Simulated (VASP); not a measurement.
# HfB3N (Pm-3m) in VASP: notebook, part 2 of 2

VASP 6.6.1. The steps go on from the part before.

## (4) Relaxation of cell and atoms, PBE

This run uses another cell than the first one, of 11.31 Å³/atom, 1.183 times its volume.

File INCAR:

```
SYSTEM = HfB3N
ALGO     = Normal         ! electronic algorithm
EDIFF    = 1E-7           ! SCF threshold, eV
EDIFFG   = -0.04          ! ionic threshold
ENCUT    = 600            ! plane-wave cutoff, eV
GGA      = PE             ! functional
IBRION   = 2              ! ionic algorithm
ISIF     = 3              ! what is computed and relaxed
ISMEAR   = 0              ! smearing method
LASPH    = .TRUE.         ! aspherical terms in the spheres
LCHARG   = .FALSE.        ! write CHGCAR
LREAL    = .FALSE.        ! projectors in reciprocal space
LWAVE    = .FALSE.        ! write WAVECAR
NELM     = 100            ! most SCF steps
NSW      = 90             ! ionic steps
PREC     = Accurate       ! precision mode
SIGMA    = 0.1            ! smearing width, eV
```

File KPOINTS:

```
k-points
0
G
  4 4 4
  0 0 0
```

File POSCAR:

```
HfB3N
1.0
    3.8378830900      0.0000000000      0.0000000000
    0.0000000000      3.8378830900      0.0000000000
    0.0000000000      0.0000000000      3.8378830900
Hf B N
1 3 1
Direct
    0.5000000000      0.5000000000      0.5000000000
    0.5000000000      0.0000000000      0.0000000000
    0.0000000000      0.5000000000      0.0000000000
    0.0000000000      0.0000000000      0.5000000000
    0.0000000000      0.0000000000      0.0000000000
```

Potentials or basis: VASP PAW PBE potentials, release 64 (Hf_pv, B, N).

Run with:

```
> cat potpaw_PBE.64/Hf_pv/POTCAR potpaw_PBE.64/B/POTCAR potpaw_PBE.64/N/POTCAR > POTCAR
> mpirun -np 1 vasp_std > vasp.out
```

OUTCAR:

```text
SYSTEM = HfB3N
   EDIFF = 1E-7
   EDIFFG = -0.04
   ENCUT = 600
   GGA = PE
   IBRION = 2
   ISIF = 3
   ISMEAR = 0
   LASPH = .TRUE.
   LREAL = .FALSE.
   NELM = 100
   NSW = 90
   PREC = Accurate

 ion  position               nearest neighbor table
   1  0.500  0.500  0.500-   2 2.71   3 2.71   4 2.71   2 2.71   3 2.71   2 2.71   4 2.71   2 2.71
                             3 2.71   4 2.71   3 2.71   4 2.71
   2  0.500  0.000  0.000-   5 1.92   5 1.92   1 2.71   1 2.71   1 2.71   1 2.71
   3  0.000  0.500  0.000-   5 1.92   5 1.92   1 2.71   1 2.71   1 2.71   1 2.71
   4  0.000  0.000  0.500-   5 1.92   5 1.92   1 2.71   1 2.71   1 2.71   1 2.71
   5  0.000  0.000  0.000-   2 1.92   3 1.92   4 1.92   4 1.92   3 1.92   2 1.92

  LATTYP: Found a simple cubic cell.
 ALAT       =     3.8378830900

  Lattice vectors:

 A1 = (   3.8378830900,   0.0000000000,   0.0000000000)
 A2 = (   0.0000000000,   3.8378830900,   0.0000000000)
 A3 = (   0.0000000000,   0.0000000000,   3.8378830900)

Analysis of symmetry for initial positions (statically):
=====================================================================
 Subroutine PRICEL returns:
 Original cell was already a primitive cell.

 Routine SETGRP: Setting up the symmetry group for a
 simple cubic supercell.

 Subroutine GETGRP returns: Found 48 space group operations
 (whereof 48 operations were pure point group operations)
 out of a pool of 48 trial point group operations.

The static configuration has the point symmetry O_h .

Analysis of symmetry for dynamics (positions and initial velocities):
=====================================================================
 Subroutine PRICEL returns:
 Original cell was already a primitive cell.

 Routine SETGRP: Setting up the symmetry group for a
 simple cubic supercell.

 Subroutine GETGRP returns: Found 48 space group operations
 (whereof 48 operations were pure point group operations)
 out of a pool of 48 trial point group operations.

The dynamic configuration has the point symmetry O_h .

 Subroutine INISYM returns: Found 48 space group operations
 (whereof 48 operations are pure point group operations),
 and found     1 'primitive' translations

----------------------------------------------------------------------------------------

                                     Primitive cell

  volume of cell :      56.5295

  direct lattice vectors                    reciprocal lattice vectors
     3.837883090  0.000000000  0.000000000     0.260560308  0.000000000  0.000000000
     0.000000000  3.837883090  0.000000000     0.000000000  0.260560308  0.000000000
     0.000000000  0.000000000  3.837883090     0.000000000  0.000000000  0.260560308

  length of vectors
     3.837883090  3.837883090  3.837883090     0.260560308  0.260560308  0.260560308

  position of ions in fractional coordinates (direct lattice)
     0.500000000  0.500000000  0.500000000
     0.500000000  0.000000000  0.000000000
     0.000000000  0.500000000  0.000000000
     0.000000000  0.000000000  0.500000000
     0.000000000  0.000000000  0.000000000

  ion indices of the primitive-cell ions
   primitive index   ion index
                 1           1
                 2           2
                 3           3
                 4           4
                 5           5

----------------------------------------------------------------------------------------

 KPOINTS: k-points

Automatic generation of k-mesh.
 Grid dimensions read from file:
 generate k-points for:    4    4    4

 Generating k-lattice:

  Cartesian coordinates                     Fractional coordinates (reciprocal lattice)
     0.065140077  0.000000000  0.000000000     0.250000000  0.000000000  0.000000000
     0.000000000  0.065140077  0.000000000     0.000000000  0.250000000  0.000000000
     0.000000000  0.000000000  0.065140077     0.000000000  0.000000000  0.250000000

  Length of vectors
     0.065140077  0.065140077  0.065140077

  Shift w.r.t. Gamma in fractional coordinates (k-lattice)
     0.000000000  0.000000000  0.000000000

 Subroutine IBZKPT returns following result:
 ===========================================

 Found     10 irreducible k-points:

 Following reciprocal coordinates:
            Coordinates               Weight
  0.000000  0.000000  0.000000      1.000000
  0.250000  0.000000  0.000000      6.000000
  0.500000  0.000000  0.000000      3.000000
  0.250000  0.250000  0.000000     12.000000
  0.500000  0.250000  0.000000     12.000000
  0.500000  0.500000  0.000000      3.000000
  0.250000  0.250000  0.250000      8.000000
  0.500000  0.250000  0.250000     12.000000
  0.500000  0.500000  0.250000      6.000000
  0.500000  0.500000  0.500000      1.000000
   k-points           NKPTS =     10   k-points in BZ     NKDIM =     10   number of bands    NBANDS=     16
   number of dos      NEDOS =    301   number of ions     NIONS =      5
   total plane-waves  NPLWV =  32768
   dimension x,y,z NGX =    32 NGY =   32 NGZ =   32
   dimension x,y,z NGXF=    64 NGYF=   64 NGZF=   64
   ions per type =               1   3   1
   NGX,Y,Z   is equivalent  to a cutoff of  13.86, 13.86, 13.86 a.u.
   NGXF,Y,Z  is equivalent  to a cutoff of  27.72, 27.72, 27.72 a.u.
 SYSTEM =  HfB3N
   PREC   = accura    normal or accurate (medium, high low for compatibility)
   ISTART =      0    job   : 0-new  1-cont  2-samecut
   ICHARG =      2    charge: 1-file 2-atom 10-const
   ISPIN  =      1    spin polarized calculation?
   LNONCOLLINEAR =      F non collinear calculations
   LSORBIT =      F    spin-orbit coupling
   LASPH  =      T    aspherical Exc in radial PAW
   ENCUT  =  600.0 eV  44.10 Ry    6.64 a.u.   7.67  7.67  7.67*2*pi/ulx,y,z
   NELM   =    100;   NELMIN=  2; NELMDL= -5     # of ELM steps
   EDIFF  = 0.1E-06   stopping-criterion for ELM
   LREAL  =      F    real-space projection
   EDIFFG = -.4E-01   stopping-criterion for IOM
   NSW    =     90    number of steps for IOM
   IBRION =      2    ionic relax: 0-MD 1-quasi-New 2-CG
   NFREE  =      1    steps in history (QN), initial steepest desc. (CG)
   ISIF   =      3    stress and relaxation
   ISYM   =      2    0-nonsym 1-usesym 2-fastsym
   POTIM  = 0.5000    time-step for ionic-motion
   TEBEG  =    0.0;   TEEND  =   0.0 temperature during run
   PSTRESS=    0.0 pullay stress
   NELECT =      24.0000    total number of electrons
   NUPDOWN=      -1.0000    fix difference up-down
   EMIN   =  10.00;   EMAX   =-10.00  energy-range for DOS
   EFERMI =   0.00;   METHOD = LEGACY
   ISMEAR =     0;   SIGMA  =   0.10  broadening in eV -4-tet -1-fermi 0-gaus
   EFERMI_NEDOS =   21; number of points for ismear=-14 and -15
   IALGO  =     38    algorithm
   IMIX   =      4    mixing-type and parameters
     AMIX     =   0.40;   BMIX     =  1.00
     AMIX_MAG =   1.60;   BMIX_MAG =  1.00
  volume/ion in A,a.u.               =      11.31        76.30
  Fermi-wavevector in a.u.,A,eV,Ry     =   1.230420  2.325157 20.598326  1.513934
  Thomas-Fermi vector in A             =   2.365270
   LORBIT       =      0    0 simple, 1 ext, 2 COOP (PROOUT), +10 PAW based schemes
   GGA     = PE    functional components
   LHFCALC =     F    Hartree Fock is set to
   AEXX    =    0.0000 exact exchange contribution
   IVDW    =     0    specifies the selected vdW correction
   LEPSILON=     F    determine dielectric tensor
   LRPA    =     F    only Hartree local field effects (RPA)
 conjugate gradient relaxation of ions
 non-spin polarized calculation
 Gauss-broadening in eV      SIGMA  =   0.10
  energy-cutoff  :      600.00
  volume of cell :       56.53
 maximum number of plane-waves:      1924
 NGX is ok and might be reduce to    32
   NGX = 15   NGY = 15   NGZ = 15

--------------------------------------- Ionic step        1  -------------------------------------------

 number of electron      23.9999998 magnetization

 Free energy of the ion-electron system (eV)
  ---------------------------------------------------
  ext. energy  EPLUGINS =         0.00000000
  ---------------------------------------------------
  free energy    TOTEN  =       -31.43382860 eV

  energy without entropy =      -31.42416638  energy(sigma->0) =      -31.42899749

------------------------ aborting loop because EDIFF is reached ----------------------------------------

  FORCE on cell =-STRESS in cart. coord.  units (eV):
  Direction    XX          YY          ZZ          XY          YZ          ZX
  --------------------------------------------------------------------------------------
  -------------------------------------------------------------------------------------
  Total       -7.7899084     -7.7899084     -7.7899084      0.0000000      0.0000000     -0.0000000
  in kB     -220.7840580   -220.7840580   -220.7840580      0.0000000      0.0000000     -0.0000000
  external PRESSURE =    -220.7840580 kB  Pullay stress =       0.0000000 kB
[... 63 lines left out ...]
  energy  without entropy=      -32.0053356817  energy(sigma->0) =      -32.01359314

--------------------------------------- Ionic step        3  -------------------------------------------

 number of electron      23.9999999 magnetization

 Free energy of the ion-electron system (eV)
  ---------------------------------------------------
  ext. energy  EPLUGINS =         0.00000000
  ---------------------------------------------------
  free energy    TOTEN  =       -32.13497309 eV

  energy without entropy =      -32.12372477  energy(sigma->0) =      -32.12934893

 E-fermi :   6.5433     XC(G=0): -12.1958

 val. band max:        6.5168544886   @ k =   0.2500   0.2500   0.0000
 cond. band min:       6.6637191466   @ k =   0.5000   0.0000   0.0000
 fundamental gap:      0.1468646580
 Fermi energy:         6.5433196108

 k-point     1 :       0.0000    0.0000    0.0000
  band No.  band energies     occupation
      1     -23.4908      2.00000
      2     -23.4908      2.00000
      3     -23.4908      2.00000
      4     -11.2590      2.00000
      5      -0.9078      2.00000
      6      -0.9078      2.00000
[... 8 lines left out ...]
     15       9.1985      0.00000
     16       9.2581      0.00000
[... 201 lines left out ...]
  FREE ENERGIE OF THE ION-ELECTRON SYSTEM (eV)
  ---------------------------------------------------
  free  energy   TOTEN  =       -32.1349730902 eV

  energy  without entropy=      -32.1237247736  energy(sigma->0) =      -32.12934893

 reached required accuracy - stopping structural energy minimisation
```

Wall time 48 s (1 thread of Intel Xeon 8259CL, shared host); peak memory 0.19 GiB.

What came out:

```yaml
Free_energy: -32.1350 eV
Relaxed_volume: 9.53 Å³/atom
Relaxed_cell: a = 3.625 Å, b = 3.625 Å, c = 3.625 Å, α = 90.00°, β = 90.00°, γ = 90.00°
Space_group_after_relaxing_to_0.05_Å: Pm-3m (No. 221)
Energy_gained_by_relaxing: 140.2 meV/atom
Ionic_steps: 3
Pressure_after_relaxing: 0.2 GPa
Band_gap_on_the_k_mesh: zero (band 12 reaches 9.15 eV, above the bottom of band 13 at 5.94 eV)
```

The path:
| step | energy change (eV) | largest force (eV/Å) | pressure (GPa) | volume (Å³) |
| --- | --- | --- | --- | --- |
| 1 | 0.0000 | 0.0000 | -22.08 | 56.53 |
| 2 | -0.5880 | 0.0000 | 12.73 | 44.72 |
| 3 | -0.7011 | 0.0000 | 0.16 | 47.65 |

Final structure:
```xyz
5
Lattice="3.6253 0.0000 0.0000 0.0000 3.6253 0.0000 0.0000 0.0000 3.6253" Properties=species:S:1:pos:R:3 pbc="T T T"
Hf    1.8127    1.8127    1.8127
B     1.8127    0.0000    0.0000
B     0.0000    1.8127    0.0000
B     0.0000    0.0000    1.8127
N     0.0000    0.0000    0.0000
```

Levels at points of the mesh, in eV from the Fermi level:
| k point | band 9 | band 10 | band 11 | band 12 | band 13 | band 14 |
| --- | --- | --- | --- | --- | --- | --- |
| (0.00, 0.00, 0.00) | -4.45 | -4.45 | 2.60 | 2.60 | 2.66 | 2.66 |
| (0.50, 0.00, 0.00) | -2.75 | -1.88 | -0.41 | 0.12 | 0.12 | 0.46 |
| (0.50, 0.50, 0.00) | -3.94 | -1.95 | -1.95 | 1.03 | 1.03 | 3.32 |
| (0.50, 0.50, 0.50) | -3.55 | -3.55 | 1.42 | 1.42 | 1.42 | 3.91 |

Caveat: the k points lie up to 0.43 Å⁻¹ apart in the final cell; the volume moved by over 15 % at a fixed basis, so the end points are rough; spin-orbit coupling is left out, which moves the levels of the heavy elements.

## (5) The runs side by side

```tsv
task	cell	cutoff (eV)	gap on the mesh (eV)	pressure (GPa)
single point	a = 3.629 Å, 5 atoms	520	none	-0.4
single point	a = 3.838 Å, 5 atoms	520	none	-22.1
relaxation of cell and atoms	relaxed from a = 3.838 Å, 5 atoms	600	none	0.2
```

Alike in all rows: level PBE; potentials or basis VASP PAW PBE potentials, release 64 (Hf_pv, B, N); no spin polarisation; k mesh 4 × 4 × 4; smearing gaussian 0.1 eV.

Caveats: all runs use coarse meshes; spin-orbit coupling is left out, which moves the levels of the heavy elements; the volume moved by over 15 % at a fixed basis, so the end points are rough (some runs).

Absolute energies hang on the potentials; compare differences alone.
